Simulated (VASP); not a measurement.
Pd:

```
CELL_PARAMETERS angstrom
0.00000 1.94650 1.94650
1.94650 0.00000 1.94650
1.94650 1.94650 0.00000
ATOMIC_POSITIONS crystal
Pd 0.00000 0.00000 0.00000
```

* Program: VASP 6.6.1
* Task: relaxation of cell and atoms
* Functional: LDA
* Potentials or basis: VASP PAW LDA potentials, release 64 (Pd)
* Cutoff: 500 eV
* k mesh: 10 × 10 × 10
* Occupations: fermi-dirac, width 0.1 eV
* Spin: no spin polarisation

At the start: pressure -7.9 GPa; volume 14.75 Å³/atom.

Task: Where does the relaxation end?

Result: Over 3 steps the energy falls by 14.6 meV/atom and the volume is 14.20 Å³/atom (-3.8 %); space group Fm-3m (No. 225, to 0.1 Å) before and after.

Step by step:
```tsv
step	energy change (eV)	largest force (eV/Å)	pressure (GPa)	volume (Å³)
1	0.0000	0.0000	-7.91	14.75
2	0.0354	0.0000	18.41	13.25
3	-0.0146	0.0000	-0.18	14.20
```

Final structure:
```yaml
crystal:
  lattice:
    - [0.00000, 1.92179, 1.92179]
    - [1.92179, 0.00000, 1.92179]
    - [1.92179, 1.92179, 0.00000]
  atoms:
    - { symbol: Pd, position: [0.00000, 0.00000, 0.00000] }
```
